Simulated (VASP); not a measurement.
# InP (I4/mmm) in VASP: notebook, part 2 of 2

VASP 6.6.1.

### 3 Electric field gradients, PBE (zz strain of +1 %)

The input, INCAR:

```
SYSTEM = InP
PREC = Accurate
ENCUT = 520
EDIFF = 1E-8
ISMEAR = -1
SIGMA = 0.03
LREAL = .False.
LASPH = .True.
NELM = 60
ALGO = Normal
ISIF = 2
LWAVE = .False.
LCHARG = .False.
GGA = PE
LEFG = .True.
NBANDS = 16
```

The input, KPOINTS:

```
regular mesh
0
Gamma
  11 11 11
  0 0 0
```

The input, POSCAR:

```
InP
1.0
    0.0000000000      2.8550000000      2.8835500000
    2.8550000000      0.0000000000      2.8835500000
    2.8550000000      2.8550000000      0.0000000000
In P
1 1
Direct
    0.0000000000      0.0000000000      0.0000000000
    0.5000000000      0.5000000000      0.5000000000
```

Potentials or basis: VASP PAW PBE potentials, release 64 (In_d, P).

Run with:

```bash
cat potpaw_PBE.64/In_d/POTCAR potpaw_PBE.64/P/POTCAR > POTCAR
mpirun -np 1 vasp_std > vasp.out
```

OUTCAR:

```text
SYSTEM = InP
   PREC = Accurate
   ENCUT = 520
   EDIFF = 1E-8
   ISMEAR = -1
   LREAL = .False.
   LASPH = .True.
   NELM = 60
   ISIF = 2
   GGA = PE

 ion  position               nearest neighbor table
   1  0.000  0.000  0.000-   2 2.85   2 2.85   2 2.85   2 2.85   2 2.88   2 2.88
   2  0.500  0.500  0.500-   1 2.85   1 2.85   1 2.85   1 2.85   1 2.88   1 2.88

  LATTYP: Found a body centered tetragonal cell.
 ALAT       =     4.0375797206
 C/A-ratio  =     1.4283556980

  Lattice vectors:

 A1 = (  -2.8550000000,   0.0000000000,   2.8835500000)
 A2 = (   2.8550000000,   0.0000000000,   2.8835500000)
 A3 = (   0.0000000000,   2.8550000000,  -2.8835500000)

Analysis of symmetry for initial positions (statically):
=====================================================================
 Subroutine PRICEL returns:
 Original cell was already a primitive cell.

 Routine SETGRP: Setting up the symmetry group for a
 body centered tetragonal supercell.

 Subroutine GETGRP returns: Found 16 space group operations
 (whereof 16 operations were pure point group operations)
 out of a pool of 16 trial point group operations.

The static configuration has the point symmetry D_4h.

Analysis of symmetry for dynamics (positions and initial velocities):
=====================================================================
 Subroutine PRICEL returns:
 Original cell was already a primitive cell.

 Routine SETGRP: Setting up the symmetry group for a
 body centered tetragonal supercell.

 Subroutine GETGRP returns: Found 16 space group operations
 (whereof 16 operations were pure point group operations)
 out of a pool of 16 trial point group operations.

The dynamic configuration has the point symmetry D_4h.

 Subroutine INISYM returns: Found 16 space group operations
 (whereof 16 operations are pure point group operations),
 and found     1 'primitive' translations

----------------------------------------------------------------------------------------

                                     Primitive cell

  volume of cell :      47.0078

  direct lattice vectors                    reciprocal lattice vectors
     0.000000000  2.855000000  2.883550000    -0.175131349  0.175131349  0.173397375
     2.855000000  0.000000000  2.883550000     0.175131349 -0.175131349  0.173397375
     2.855000000  2.855000000  0.000000000     0.175131349  0.175131349 -0.173397375

  length of vectors
     4.057817838  4.057817838  4.037579721     0.302338598  0.302338598  0.302338598

  position of ions in fractional coordinates (direct lattice)
     0.000000000  0.000000000  0.000000000
     0.500000000  0.500000000  0.500000000

  ion indices of the primitive-cell ions
   primitive index   ion index
                 1           1
                 2           2

----------------------------------------------------------------------------------------

 KPOINTS: regular mesh

Automatic generation of k-mesh.
 Grid dimensions read from file:
[... 68 lines left out ...]
   NSW    =      0    number of steps for IOM
   IBRION =     -1    ionic relax: 0-MD 1-quasi-New 2-CG
   NFREE  =      0    steps in history (QN), initial steepest desc. (CG)
   ISIF   =      2    stress and relaxation
   ISYM   =      2    0-nonsym 1-usesym 2-fastsym
   POTIM  = 0.5000    time-step for ionic-motion
   TEBEG  =    0.0;   TEEND  =   0.0 temperature during run
   PSTRESS=    0.0 pullay stress
   NELECT =      18.0000    total number of electrons
   NUPDOWN=      -1.0000    fix difference up-down
   EMIN   =  10.00;   EMAX   =-10.00  energy-range for DOS
   EFERMI =   0.00;   METHOD = LEGACY
   ISMEAR =    -1;   SIGMA  =   0.03  broadening in eV -4-tet -1-fermi 0-gaus
   EFERMI_NEDOS =   21; number of points for ismear=-14 and -15
   IALGO  =     38    algorithm
   IMIX   =      4    mixing-type and parameters
     AMIX     =   0.40;   BMIX     =  1.00
     AMIX_MAG =   1.60;   BMIX_MAG =  1.00
  volume/ion in A,a.u.               =      23.50       158.61
  Fermi-wavevector in a.u.,A,eV,Ry     =   1.188801  2.246508 19.228398  1.413247
  Thomas-Fermi vector in A             =   2.324922
   LORBIT       =      0    0 simple, 1 ext, 2 COOP (PROOUT), +10 PAW based schemes
   GGA     = PE    functional components
[... 5 lines left out ...]
 non-spin polarized calculation
  energy-cutoff  :      520.00
  volume of cell :       47.01
 maximum number of plane-waves:      1289
 NGX is ok and might be reduce to    30
   NGX = 15   NGY = 15   NGZ = 15

 number of electron      17.9999996 magnetization

 Free energy of the ion-electron system (eV)
  ---------------------------------------------------
  ext. energy  EPLUGINS =         0.00000000
  ---------------------------------------------------
  free energy    TOTEN  =        -7.83052661 eV

  energy without entropy =       -7.82790515  energy(sigma->0) =       -7.82921588

 E-fermi :   5.8278     XC(G=0):  -9.9326

 val. band max:        5.8270035211   @ k =  -0.0909   0.0909   0.0000
 cond. band min:       5.8326712815   @ k =   0.4545   0.0000   0.2727
 fundamental gap:      0.0056677605
 Fermi energy:         5.8277683298

 k-point     1 :       0.0000    0.0000    0.0000
  band No.  band energies     occupation
      1      -8.2612      2.00000
      2      -8.2605      2.00000
      3      -8.2487      2.00000
      4      -8.2463      2.00000
      5      -8.2462      2.00000
      6      -5.4536      2.00000
[... 433 lines left out ...]
      3      -8.2442      2.00000
      4      -8.2214      2.00000
      5      -8.2100      2.00000
      6      -4.5191      2.00000
[... 8 lines left out ...]
     15      15.3713      0.00000
     16      16.5665      0.00000

 [... further k-points ...]

------------------------ aborting loop because EDIFF is reached ----------------------------------------

  FORCE on cell =-STRESS in cart. coord.  units (eV):
  Direction    XX          YY          ZZ          XY          YZ          ZX
  --------------------------------------------------------------------------------------
  -------------------------------------------------------------------------------------
  Total       -1.6345758     -1.6345758     -1.8525640      0.0000000      0.0000000      0.0000000
  in kB      -55.7116388    -55.7116388    -63.1413843      0.0000000      0.0000000      0.0000000
  external PRESSURE =     -58.1882207 kB  Pullay stress =       0.0000000 kB

 VOLUME and BASIS-vectors are now :
 -----------------------------------------------------------------------------
  energy-cutoff  :      520.00
  volume of cell :       47.01
      direct lattice vectors                 reciprocal lattice vectors
     0.000000000  2.855000000  2.883550000    -0.175131349  0.175131349  0.173397375
     2.855000000  0.000000000  2.883550000     0.175131349 -0.175131349  0.173397375
     2.855000000  2.855000000  0.000000000     0.175131349  0.175131349 -0.173397375

 POSITION                                       TOTAL-FORCE (eV/Angst)
 -----------------------------------------------------------------------------------
      0.00000      0.00000      0.00000        -0.000000      0.000000     -0.000000
      2.85500      2.85500      2.88355         0.000000     -0.000000      0.000000
 -----------------------------------------------------------------------------------
    total drift:                               -0.000000      0.000000      0.000000

  FREE ENERGIE OF THE ION-ELECTRON SYSTEM (eV)
  ---------------------------------------------------
  free  energy   TOTEN  =        -7.8305266138 eV

  energy  without entropy=       -7.8279051526  energy(sigma->0) =       -7.82921588

 Electric field gradients (V/A^2)
---------------------------------------------------------------------
 ion       V_xx      V_yy      V_zz      V_xy      V_xz      V_yz
---------------------------------------------------------------------
   1      -4.528    -4.528     9.056    -0.002    -0.001    -0.001
   2       0.460     0.460    -0.920    -0.000    -0.000    -0.000
---------------------------------------------------------------------

 Electric field gradients after diagonalization (V/A^2)
 (convention: |V_zz| > |V_xx| > |V_yy|)
----------------------------------------------------------------------
 ion       V_xx      V_yy      V_zz     asymmetry (V_yy - V_xx)/ V_zz
----------------------------------------------------------------------
   1      -4.530    -4.527     9.056       0.000
   2       0.460     0.460    -0.920       0.000
----------------------------------------------------------------------

           NMR quadrupolar parameters

 Cq : quadrupolar parameter    Cq=e*Q*V_zz/h
 eta: asymmetry parameters     (V_yy - V_xx)/ V_zz
 Q  : nuclear electric quadrupole moment in mb (millibarn)
----------------------------------------------------------------------
 ion       Cq(MHz)       eta       Q (mb)
----------------------------------------------------------------------
   1       0.022       0.000       1.000
   2      -0.002       0.000       1.000
----------------------------------------------------------------------
```

OSZICAR:

```text
N       E                     dE             d eps       ncg     rms          rms(c)
DAV:   1     0.108539810029E+03    0.10854E+03   -0.83847E+03  4048   0.127E+03
DAV:   2    -0.123912132175E+01   -0.10978E+03   -0.10500E+03  4560   0.300E+02
DAV:   3    -0.794198736140E+01   -0.67029E+01   -0.66029E+01  5336   0.708E+01
DAV:   4    -0.810678877581E+01   -0.16480E+00   -0.16474E+00  5208   0.116E+01
DAV:   5    -0.811426674432E+01   -0.74780E-02   -0.74778E-02  6088   0.215E+00    0.401E+00
DAV:   6    -0.783437899683E+01    0.27989E+00   -0.53588E-01  6168   0.106E+01    0.226E+00
DAV:   7    -0.783026154505E+01    0.41175E-02   -0.59990E-02  5424   0.174E+00    0.104E+00
DAV:   8    -0.783037162920E+01   -0.11008E-03   -0.50336E-03  5096   0.789E-01    0.891E-02
DAV:   9    -0.783048084562E+01   -0.10922E-03   -0.31760E-04  5944   0.237E-01    0.671E-02
DAV:  10    -0.783051598535E+01   -0.35140E-04   -0.40601E-05  5024   0.512E-02    0.215E-02
DAV:  11    -0.783052629815E+01   -0.10313E-04   -0.95058E-06  5304   0.231E-02    0.520E-03
DAV:  12    -0.783052673533E+01   -0.43718E-06   -0.93601E-07  5040   0.122E-02    0.284E-03
DAV:  13    -0.783052665338E+01    0.81946E-07   -0.56479E-08  5560   0.307E-03    0.126E-03
DAV:  14    -0.783052661094E+01    0.42444E-07   -0.34986E-08  4760   0.112E-03    0.336E-04
DAV:  15    -0.783052661377E+01   -0.28301E-08   -0.53303E-10  3248   0.190E-04
   1 F= -.78305266E+01 E0= -.78292159E+01  d E =-.262146E-02
```

It took 2.3 min on 1 thread of Intel Xeon 8259CL, shared host; peak memory 0.24 GiB.

Results:

| Quantity | Value |
| --- | --- |
| Free energy | -7.8305 eV |
| Pressure | -5.8 GPa |
| Band gap on the k mesh | zero (bands 9 and 10 overlap by 2.25 eV) |
| Largest electric field gradient by atom | In +9.1; P -0.9 V/Å² |

Stress tensor (GPa, compression positive):
```
-5.57  0.00  0.00
 0.00 -5.57  0.00
 0.00  0.00 -6.31
```

Electric field gradients, principal values (V/Å²):
```csv
atom,least,middle,greatest (by size)
1 In,-4.527,-4.530,9.056
2 P,0.460,0.460,-0.920
```

Caveat: the cell differs from its parent crystal (zz strain of +1 %); the cell stands under tension; without QUAD_EFG the Cq values of the log hold for a quadrupole moment of 1 mb, not for the nuclei; spin-orbit coupling is left out, which moves the levels of the heavy elements.
